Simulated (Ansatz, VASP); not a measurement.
One calculation of GaAs, two programs

```xyz
2
Lattice="0.0000 2.8751 2.8751 2.8751 0.0000 2.8751 2.8751 2.8751 0.0000" Properties=species:S:1:pos:R:3 pbc="T T T"
Ga    0.0000    0.0000    0.0000
As    4.3126    4.3126    4.3126
```

Alike in both runs: task relaxation of cell and atoms; functional LDA; k mesh 10 × 10 × 10; occupations gaussian, width 0.1 eV; no spin polarisation.

|  | VASP | Ansatz |
| --- | --- | --- |
| version | VASP 6.6.1 | Ansatz 0.2.0 |
| potentials or method | VASP PAW LDA potentials, release 64 (Ga_d, As), cutoff 600 eV | scalar-relativistic, plane waves, PAW |
| valence electrons in the cell | 18 | 28 |

|  | VASP | Ansatz | Ansatz less VASP |
| --- | --- | --- | --- |
| gap on the k mesh at the Fermi level, each at its own relaxed structure (eV) | 0.50 | 0.49 | -0.011 |
| relaxed volume (Å³/atom) | 22.09 | 21.99 | -0.099 |
| relaxed length of the cell vector where the two differ most in proportion (Å) | 3.968 | 3.962 | -0.0059 |

Ansatz warns that its potentials were made for another functional, while VASP's fit it. LDA's correlation is that of Perdew and Zunger in VASP and of Perdew and Wang (1992) in Ansatz. VASP's potentials hold 18 valence electrons a cell and Ansatz's 28, so a difference there can come from the potentials and not from the codes.
